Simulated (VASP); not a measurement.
# Nb (Im-3m) in VASP: a series of runs

The runs below take Nb through single point, with LDA, PBE, RPBE+D4.

Everything below comes from runs of VASP 6.6.1. Logs are shortened: lines on timing, memory, paths and dates and some standing lists are left out, and cuts for length are marked.

### Step 1. The cell of the first run

It takes space group Im-3m (No. 229, cubic). The conventional cell has a = 3.260 Å, b = 3.260 Å, c = 3.260 Å, α = 90.00°, β = 90.00°, γ = 90.00°. Nb (site symmetry m-3m) has 14 Nb at 2.82 to 3.26 Å within 3.7 Å.

### Step 2. Single point, LDA

File INCAR:

```
SYSTEM = Nb
ALGO = Normal
EDIFF = 1E-6
ENCUT = 500
GGA_COMPAT = .False.
ISIF = 2
ISMEAR = -1
LASPH = .True.
LCHARG = .False.
LREAL = .False.
LWAVE = .False.
NBANDS = 12
NELM = 120
PREC = Accurate
SIGMA = 0.05
```

File KPOINTS:

```
k-points
0
Gamma
  11 11 11
  0 0 0
```

File POSCAR:

```
Nb
1.0
   -1.6299823056      1.6299823056      1.6299823056
    1.6299823056     -1.6299823056      1.6299823056
    1.6299823056      1.6299823056     -1.6299823056
Nb
1
Direct
    0.0000000000      0.0000000000      0.0000000000
```

Potentials or basis: VASP PAW LDA potentials, release 64 (Nb_sv).

Started as:

```sh
$ cat potpaw_LDA.64/Nb_sv/POTCAR > POTCAR
$ mpirun -np 1 vasp_std > vasp.out
```

OUTCAR:

```text
SYSTEM = Nb
   EDIFF = 1E-6
   ENCUT = 500
   ISIF = 2
   ISMEAR = -1
   LASPH = .True.
   LREAL = .False.
   NELM = 120
   PREC = Accurate

 ion  position               nearest neighbor table
   1  0.000  0.000  0.000-

  LATTYP: Found a body centered cubic cell.
 ALAT       =     3.2599646112

  Lattice vectors:

 A1 = (  -1.6299823056,   1.6299823056,   1.6299823056)
 A2 = (   1.6299823056,  -1.6299823056,   1.6299823056)
 A3 = (   1.6299823056,   1.6299823056,  -1.6299823056)

Analysis of symmetry for initial positions (statically):
=====================================================================
 Subroutine PRICEL returns:
 Original cell was already a primitive cell.

 Routine SETGRP: Setting up the symmetry group for a
 body centered cubic supercell.

 Subroutine GETGRP returns: Found 48 space group operations
 (whereof 48 operations were pure point group operations)
 out of a pool of 48 trial point group operations.

The static configuration has the point symmetry O_h .

Analysis of symmetry for dynamics (positions and initial velocities):
=====================================================================
 Subroutine PRICEL returns:
 Original cell was already a primitive cell.

 Routine SETGRP: Setting up the symmetry group for a
 body centered cubic supercell.

 Subroutine GETGRP returns: Found 48 space group operations
 (whereof 48 operations were pure point group operations)
 out of a pool of 48 trial point group operations.

The dynamic configuration has the point symmetry O_h .

 Subroutine INISYM returns: Found 48 space group operations
 (whereof 48 operations are pure point group operations),
 and found     1 'primitive' translations

----------------------------------------------------------------------------------------

                                     Primitive cell

  volume of cell :      17.3224

  direct lattice vectors                    reciprocal lattice vectors
    -1.629982306  1.629982306  1.629982306     0.000000000  0.306751796  0.306751796
     1.629982306 -1.629982306  1.629982306     0.306751796  0.000000000  0.306751796
     1.629982306  1.629982306 -1.629982306     0.306751796  0.306751796  0.000000000

  length of vectors
     2.823212169  2.823212169  2.823212169     0.433812550  0.433812550  0.433812550

  position of ions in fractional coordinates (direct lattice)
     0.000000000  0.000000000  0.000000000

  ion indices of the primitive-cell ions
   primitive index   ion index
                 1           1

----------------------------------------------------------------------------------------

 KPOINTS: k-points

Automatic generation of k-mesh.
 Grid dimensions read from file:
 generate k-points for:   11   11   11

 Generating k-lattice:

  Cartesian coordinates                     Fractional coordinates (reciprocal lattice)
     0.000000000  0.027886527  0.027886527     0.090909091  0.000000000  0.000000000
     0.027886527  0.000000000  0.027886527     0.000000000  0.090909091  0.000000000
     0.027886527  0.027886527  0.000000000     0.000000000  0.000000000  0.090909091

  Length of vectors
     0.039437505  0.039437505  0.039437505

  Shift w.r.t. Gamma in fractional coordinates (k-lattice)
     0.000000000  0.000000000  0.000000000

 Subroutine IBZKPT returns following result:
 ===========================================

 Found     56 irreducible k-points:

 Following reciprocal coordinates:
            Coordinates               Weight
  0.000000  0.000000  0.000000      1.000000
  0.090909  0.000000  0.000000     12.000000
  0.181818  0.000000  0.000000     12.000000
  0.272727  0.000000  0.000000     12.000000
  0.363636  0.000000  0.000000     12.000000
  0.454545  0.000000  0.000000     12.000000
[... 16 lines left out ...]
  0.272727  0.181818  0.090909     48.000000
  0.363636  0.181818  0.090909     24.000000
 [... further k-points ...]
   k-points           NKPTS =     56   k-points in BZ     NKDIM =     56   number of bands    NBANDS=     12
   number of dos      NEDOS =    301   number of ions     NIONS =      1
   total plane-waves  NPLWV =  13824
   dimension x,y,z NGX =    24 NGY =   24 NGZ =   24
   dimension x,y,z NGXF=    48 NGYF=   48 NGZF=   48
   ions per type =               1
   NGX,Y,Z   is equivalent  to a cutoff of  14.13, 14.13, 14.13 a.u.
   NGXF,Y,Z  is equivalent  to a cutoff of  28.26, 28.26, 28.26 a.u.
 SYSTEM =  Nb
   PREC   = accura    normal or accurate (medium, high low for compatibility)
   ISTART =      0    job   : 0-new  1-cont  2-samecut
   ICHARG =      2    charge: 1-file 2-atom 10-const
   ISPIN  =      1    spin polarized calculation?
   LNONCOLLINEAR =      F non collinear calculations
   LSORBIT =      F    spin-orbit coupling
   LASPH  =      T    aspherical Exc in radial PAW
   ENCUT  =  500.0 eV  36.75 Ry    6.06 a.u.   5.15  5.15  5.15*2*pi/ulx,y,z
   NELM   =    120;   NELMIN=  2; NELMDL= -5     # of ELM steps
   EDIFF  = 0.1E-05   stopping-criterion for ELM
   LREAL  =      F    real-space projection
   EDIFFG = 0.1E-04   stopping-criterion for IOM
   NSW    =      0    number of steps for IOM
   IBRION =     -1    ionic relax: 0-MD 1-quasi-New 2-CG
   NFREE  =      0    steps in history (QN), initial steepest desc. (CG)
   ISIF   =      2    stress and relaxation
   ISYM   =      2    0-nonsym 1-usesym 2-fastsym
   POTIM  = 0.5000    time-step for ionic-motion
   TEBEG  =    0.0;   TEEND  =   0.0 temperature during run
   PSTRESS=    0.0 pullay stress
   NELECT =      13.0000    total number of electrons
   NUPDOWN=      -1.0000    fix difference up-down
   EMIN   =  10.00;   EMAX   =-10.00  energy-range for DOS
   EFERMI =   0.00;   METHOD = LEGACY
   ISMEAR =    -1;   SIGMA  =   0.05  broadening in eV -4-tet -1-fermi 0-gaus
   EFERMI_NEDOS =   21; number of points for ismear=-14 and -15
   IALGO  =     38    algorithm
   IMIX   =      4    mixing-type and parameters
     AMIX     =   0.40;   BMIX     =  1.00
     AMIX_MAG =   1.60;   BMIX_MAG =  1.00
  volume/ion in A,a.u.               =      17.32       116.90
  Fermi-wavevector in a.u.,A,eV,Ry     =   1.487715  2.811374 30.113717  2.213296
  Thomas-Fermi vector in A             =   2.600841
   LORBIT       =      0    0 simple, 1 ext, 2 COOP (PROOUT), +10 PAW based schemes
   GGA     = CA    functional components
   LHFCALC =     F    Hartree Fock is set to
   AEXX    =    0.0000 exact exchange contribution
   IVDW    =     0    specifies the selected vdW correction
   LEPSILON=     F    determine dielectric tensor
   LRPA    =     F    only Hartree local field effects (RPA)
 non-spin polarized calculation
  energy-cutoff  :      500.00
  volume of cell :       17.32
 maximum number of plane-waves:       451
 NGX is ok and might be reduce to    24
   NGX = 11   NGY = 11   NGZ = 11

 number of electron      13.0000001 magnetization

 Free energy of the ion-electron system (eV)
  ---------------------------------------------------
  ext. energy  EPLUGINS =         0.00000000
  ---------------------------------------------------
  free energy    TOTEN  =       -11.24883873 eV

  energy without entropy =      -11.23292284  energy(sigma->0) =      -11.24088078

 E-fermi :  11.5038     XC(G=0): -12.9174

 val. band max:       11.5013854918   @ k =   0.2727   0.0000   0.0000
 cond. band min:      11.5143966727   @ k =   0.2727   0.0909   0.0909
 fundamental gap:      0.0130111809
 Fermi energy:        11.5037865941

 k-point     1 :       0.0000    0.0000    0.0000
  band No.  band energies     occupation
      1     -42.4802      2.00000
      2     -17.8383      2.00000
      3     -17.8383      2.00000
      4     -17.8383      2.00000
      5       5.5555      2.00000
      6      11.8708      0.00130
      7      11.8708      0.00130
      8      11.8708      0.00130
      9      14.9035      0.00000
     10      14.9035      0.00000
     11      25.8907      0.00000
     12      25.8907      0.00000

 k-point     2 :       0.0909    0.0000    0.0000
  band No.  band energies     occupation
      1     -42.4574      2.00000
      2     -17.9720      2.00000
      3     -17.8786      2.00000
      4     -17.8396      2.00000
      5       5.9088      2.00000
      6      11.6538      0.09478
      7      11.8115      0.00424
      8      12.2146      0.00000
      9      14.5922      0.00000
     10      14.9051      0.00000
     11      26.1762      0.00000
     12      26.5036      0.00000

 k-point     3 :       0.1818    0.0000    0.0000
  band No.  band energies     occupation
      1     -42.3959      2.00000
      2     -18.3203      2.00000
      3     -17.9850      2.00000
      4     -17.8430      2.00000
      5       6.8165      2.00000
      6      11.1267      1.99894
      7      11.5485      0.58064
      8      13.2115      0.00000
      9      14.2670      0.00000
     10      14.9528      0.00000
     11      26.5636      0.00000
     12      28.1816      0.00000

 k-point     4 :       0.2727    0.0000    0.0000
  band No.  band energies     occupation
      1     -42.3142      2.00000
      2     -18.7569      2.00000
      3     -18.1214      2.00000
      4     -17.8477      2.00000
      5       7.6994      2.00000
      6      10.5274      2.00000
      7      11.5014      1.02401
      8      14.4560      0.00000
      9      14.7456      0.00000
     10      15.1164      0.00000
     11      25.8468      0.00000
     12      27.6695      0.00000

 k-point     5 :       0.3636    0.0000    0.0000
  band No.  band energies     occupation
      1     -42.2380      2.00000
      2     -19.1412      2.00000
      3     -18.2438      2.00000
      4     -17.8521      2.00000
      5       7.8472      2.00000
      6      10.0430      2.00000
      7      12.4985      0.00000
      8      14.8562      0.00000
      9      15.3918      0.00000
     10      16.5602      0.00000
     11      24.4267      0.00000
     12      25.8352      0.00000
[... 228 lines left out ...]
      1     -42.4352      2.00000
      2     -18.0194      2.00000
      3     -17.9194      2.00000
      4     -17.9194      2.00000
      5       6.2509      2.00000
      6      11.8195      0.00361
      7      11.8195      0.00361
      8      12.1898      0.00000
      9      13.8869      0.00000
     10      15.2627      0.00000
     11      26.9070      0.00000
     12      27.0881      0.00000

 k-point    22 :       0.1818    0.1818    0.0909
  band No.  band energies     occupation
      1     -42.2319      2.00000
      2     -19.0404      2.00000
      3     -18.2379      2.00000
      4     -18.0497      2.00000
      5       9.1837      2.00000
      6      10.1043      2.00000
      7      10.4343      2.00000
      8      14.9446      0.00000
      9      15.4685      0.00000
     10      18.2241      0.00000
     11      25.6252      0.00000
     12      26.5302      0.00000

 k-point    23 :       0.2727    0.1818    0.0909
  band No.  band energies     occupation
      1     -42.1869      2.00000
      2     -19.1167      2.00000
      3     -18.4438      2.00000
      4     -18.0892      2.00000
      5       9.1479      2.00000
      6       9.9397      2.00000
      7      11.3821      1.83872
      8      15.2033      0.00000
      9      15.6980      0.00000
     10      20.1356      0.00000
     11      23.5181      0.00000
     12      25.2193      0.00000

 k-point    24 :       0.3636    0.1818    0.0909
  band No.  band energies     occupation
      1     -42.1701      2.00000
      2     -19.1239      2.00000
      3     -18.5453      2.00000
      4     -18.1006      2.00000
      5       9.0439      2.00000
      6       9.8841      2.00000
      7      11.9777      0.00015
      8      15.3383      0.00000
      9      15.7702      0.00000
     10      21.0521      0.00000
     11      22.4290      0.00000
     12      24.6233      0.00000

 [... further k-points ...]

------------------------ aborting loop because EDIFF is reached ----------------------------------------

  FORCE on cell =-STRESS in cart. coord.  units (eV):
  Direction    XX          YY          ZZ          XY          YZ          ZX
  --------------------------------------------------------------------------------------
  -------------------------------------------------------------------------------------
  Total       -0.1737395     -0.1737395     -0.1737395      0.0000000     -0.0000000      0.0000000
  in kB      -16.0694293    -16.0694293    -16.0694293      0.0000000     -0.0000000      0.0000000
  external PRESSURE =     -16.0694293 kB  Pullay stress =       0.0000000 kB

 VOLUME and BASIS-vectors are now :
 -----------------------------------------------------------------------------
  energy-cutoff  :      500.00
  volume of cell :       17.32
      direct lattice vectors                 reciprocal lattice vectors
    -1.629982306  1.629982306  1.629982306     0.000000000  0.306751796  0.306751796
     1.629982306 -1.629982306  1.629982306     0.306751796  0.000000000  0.306751796
     1.629982306  1.629982306 -1.629982306     0.306751796  0.306751796  0.000000000

 POSITION                                       TOTAL-FORCE (eV/Angst)
 -----------------------------------------------------------------------------------
      0.00000      0.00000      0.00000        -0.000000      0.000000     -0.000000
 -----------------------------------------------------------------------------------
    total drift:                                0.000000      0.000000      0.000000

  FREE ENERGIE OF THE ION-ELECTRON SYSTEM (eV)
  ---------------------------------------------------
  free  energy   TOTEN  =       -11.2488387254 eV

  energy  without entropy=      -11.2329228397  energy(sigma->0) =      -11.24088078
```

Run time: 18 s. Hardware: 1 thread of AMD EPYC 7R13, shared host; peak memory 0.1 GiB.

Results:

```
Free energy : -11.2488 eV
Pressure    : -1.6 GPa
```

Levels at points of the mesh, in eV from the Fermi level:
```
           k point  band 2  band 3  band 4  band 5  band 6  band 7  band 8  band 9  band 10  band 11
(0.00, 0.00, 0.00)  -29.34  -29.34  -29.34   -5.95    0.37    0.37    0.37    3.40     3.40    14.39
```

### Step 3. Single point, PBE

This run uses another cell than the first one, of 18.21 Å³/atom, 1.051 times its volume.

File INCAR:

```
SYSTEM = Nb
PREC = Accurate
ENCUT = 500
EDIFF = 1E-6
ISMEAR = -1
SIGMA = 0.05
LREAL = .False.
LASPH = .True.
NELM = 120
ALGO = Normal
ISIF = 2
LWAVE = .False.
LCHARG = .True.
GGA = PE
LELF = .True.
LVHAR = .True.
NBANDS = 12
GGA_COMPAT = .False.
```

File KPOINTS:

```
regular mesh
0
Gamma
  11 11 11
  0 0 0
```

File POSCAR:

```
Nb
1.0
   -1.6573790901      1.6573790901      1.6573790901
    1.6573790901     -1.6573790901      1.6573790901
    1.6573790901      1.6573790901     -1.6573790901
Nb
1
Direct
    0.0000000000      0.0000000000      0.0000000000
```

Potentials or basis: VASP PAW PBE potentials, release 64 (Nb_sv).

Started as:

```sh
$ cat potpaw_PBE.64/Nb_sv/POTCAR > POTCAR
$ mpirun -np 1 vasp_std > vasp.out
```

It took 22 s on 1 thread of AMD EPYC 7R13, shared host; peak memory 0.11 GiB.

It converged, with:

- Free energy: -10.2154 eV
- Pressure: -0.4 GPa

Levels at points of the mesh, in eV from the Fermi level:
```tsv
k point	band 2	band 3	band 4	band 5	band 6	band 7	band 8	band 9	band 10	band 11
(0.00, 0.00, 0.00)	-29.67	-29.67	-29.67	-5.89	0.40	0.40	0.40	3.28	3.28	14.23
```

### Step 4. Single point, RPBE+D4

This run uses another cell than the first one, of 18.06 Å³/atom, 1.043 times its volume.

INCAR, as its differences from that of step 3:

```diff
@@ -13,3 +13,4 @@
 LCHARG = .True.
-GGA = PE
+GGA = RP
+IVDW = 13
 LELF = .True.
```

KPOINTS is that of step 3.

File POSCAR:

```
Nb
1.0
   -1.6527822138      1.6527822138      1.6527822138
    1.6527822138     -1.6527822138      1.6527822138
    1.6527822138      1.6527822138     -1.6527822138
Nb
1
Direct
    0.0000000000      0.0000000000      0.0000000000
```

Potentials or basis: VASP PAW PBE potentials, release 64 (Nb_sv).

Started as:

```sh
$ cat potpaw_PBE.64/Nb_sv/POTCAR > POTCAR
$ mpirun -np 1 vasp_std > vasp.out
```

OUTCAR:

```text
SYSTEM = Nb
   PREC = Accurate
   ENCUT = 500
   EDIFF = 1E-6
   ISMEAR = -1
   LREAL = .False.
   LASPH = .True.
   NELM = 120
   ISIF = 2
   GGA = RP
   IVDW = 13

 ion  position               nearest neighbor table
   1  0.000  0.000  0.000-

  LATTYP: Found a body centered cubic cell.
 ALAT       =     3.3055644276

  Lattice vectors:

 A1 = (  -1.6527822138,   1.6527822138,   1.6527822138)
 A2 = (   1.6527822138,  -1.6527822138,   1.6527822138)
[... 540 lines left out ...]

 [... further k-points ...]

------------------------ aborting loop because EDIFF is reached ----------------------------------------

  DFT-D4 for vdW energy calculation

  Edisp (eV):   -0.58755

  FORCE on cell =-STRESS in cart. coord.  units (eV):
  Direction    XX          YY          ZZ          XY          YZ          ZX
  --------------------------------------------------------------------------------------
  -------------------------------------------------------------------------------------
  Total      -0.12340    -0.12340    -0.12340     0.00000     0.00000    -0.00000
  in kB     -10.94769   -10.94769   -10.94769     0.00000     0.00000    -0.00000
  external pressure =      -10.95 kB  Pullay stress =        0.00 kB

 VOLUME and BASIS-vectors are now :
 -----------------------------------------------------------------------------
  energy-cutoff  :      500.00
  volume of cell :       18.06
      direct lattice vectors                 reciprocal lattice vectors
    -1.652782214  1.652782214  1.652782214     0.000000000  0.302520196  0.302520196
     1.652782214 -1.652782214  1.652782214     0.302520196  0.000000000  0.302520196
     1.652782214  1.652782214 -1.652782214     0.302520196  0.302520196  0.000000000

 POSITION                                       TOTAL-FORCE (eV/Angst)
 -----------------------------------------------------------------------------------
      0.00000      0.00000      0.00000        -0.000000     -0.000000     -0.000000
 -----------------------------------------------------------------------------------
    total drift:                               -0.000000      0.000000      0.000000

  FREE ENERGIE OF THE ION-ELECTRON SYSTEM (eV)
  ---------------------------------------------------
  free  energy   TOTEN  =       -10.2820875352 eV

  energy  without entropy=      -10.2671682804  energy(sigma->0) =      -10.27462791
```

OSZICAR:

```text
N       E                     dE             d eps       ncg     rms          rms(c)
DAV:   1     0.111761186004E+03    0.11176E+03   -0.71832E+03  1360   0.105E+03
DAV:   2    -0.555636074242E+01   -0.11732E+03   -0.11318E+03  1456   0.381E+02
DAV:   3    -0.986650709107E+01   -0.43101E+01   -0.41592E+01  1980   0.627E+01
DAV:   4    -0.100898212049E+02   -0.22331E+00   -0.22245E+00  1872   0.123E+01
DAV:   5    -0.100957919882E+02   -0.59708E-02   -0.59675E-02  1940   0.179E+00    0.698E+00
DAV:   6    -0.972724067650E+01    0.36855E+00   -0.57427E-01  2148   0.975E+00    0.244E+00
DAV:   7    -0.968777028530E+01    0.39470E-01   -0.18170E-01  2212   0.549E+00    0.969E-01
DAV:   8    -0.969446175497E+01   -0.66915E-02   -0.13132E-02  1576   0.153E+00    0.494E-02
DAV:   9    -0.969451938091E+01   -0.57626E-04   -0.11229E-03  2120   0.319E-01    0.474E-02
DAV:  10    -0.969454200037E+01   -0.22619E-04   -0.33019E-05  1592   0.789E-02    0.180E-02
DAV:  11    -0.969453379867E+01    0.82017E-05   -0.68957E-06  1756   0.445E-02    0.328E-03
DAV:  12    -0.969453352425E+01    0.27442E-06   -0.19976E-07   900   0.555E-03
   1 F= -.10282088E+02 E0= -.10274628E+02  d E =-.149193E-01
```

Run time: 21 s. Hardware: 1 thread of AMD EPYC 7R13, shared host; peak memory 0.11 GiB.

Results:

```yaml
Free_energy: -10.2821 eV
Pressure: -1.1 GPa
Dispersion_energy_per_atom: -0.588 eV
```

Caveat: the PAW data sets were made with another functional, which shifts forces and pressure a little; pairwise dispersion overbinds metals, which lowers pressure and volume.

### Step 5. The runs side by side

```tsv
level	potentials or basis	cell	gap on the mesh (eV)	pressure (GPa)
LDA	VASP PAW LDA potentials, release 64 (Nb_sv)	a = 2.823 Å, angles 109.5°, 1 atom	none	-1.6
PBE	VASP PAW PBE potentials, release 64 (Nb_sv)	a = 2.871 Å, angles 109.5°, 1 atom	none	-0.4
RPBE+D4	VASP PAW PBE potentials, release 64 (Nb_sv)	a = 2.863 Å, angles 109.5°, 1 atom	none	-1.1
```

Alike in all rows: task single point; no spin polarisation; k mesh 11 × 11 × 11; cutoff (eV) 500; smearing fermi-dirac 0.05 eV.

Caveats: the PAW data sets were made with another functional, which shifts forces and pressure a little (some runs); pairwise dispersion overbinds metals, which lowers pressure and volume (some runs).

Absolute energies hang on the potentials; compare differences alone.
